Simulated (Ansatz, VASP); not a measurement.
# Pt: VASP beside Ansatz

```
Pt
1.0
     2.70431    0.00000    0.00000
    -1.35215    2.34200    0.00000
     0.00000    0.00000    4.69431
Pt
2
Direct
  0.33333 0.66667 0.25000
  0.66667 0.33333 0.75000
```

Alike in both runs: task single point; functional HSE06; k mesh 6 × 6 × 4; occupations fermi-dirac, width 0.05 eV; no spin polarisation.

```csv
,VASP,Ansatz
version,VASP 6.6.1,Ansatz 0.2.0
potentials or method,"VASP PAW PBE potentials, release 64 (Pt)",Ansatz PAW
plane-wave cutoff (eV),520,420
valence electrons in the cell,20,36
```

VASP gave:

| Property | Result |
| --- | --- |
| gap on the k mesh at the Fermi level (eV) | none |
| pressure (GPa) | 6.8 |
| traceless stress, the component that is largest in VASP (GPa) | -2.05 |

Task: What did Ansatz give for the same quantities?

Result: gap on the k mesh at the Fermi level (eV): none; pressure (GPa): 6.4; traceless stress, the component that is largest in VASP (GPa): -2.00.

A gap of «none» marks a metal or a gap that the smearing closes. With one functional, cell and mesh, what is left measures potentials, basis and numerics. VASP's potentials hold 20 valence electrons a cell and Ansatz's 36, so a difference there can come from the potentials and not from the codes.

The k mesh is coarse, so the values compare programs but aren't converged. Spin-orbit coupling is off throughout.
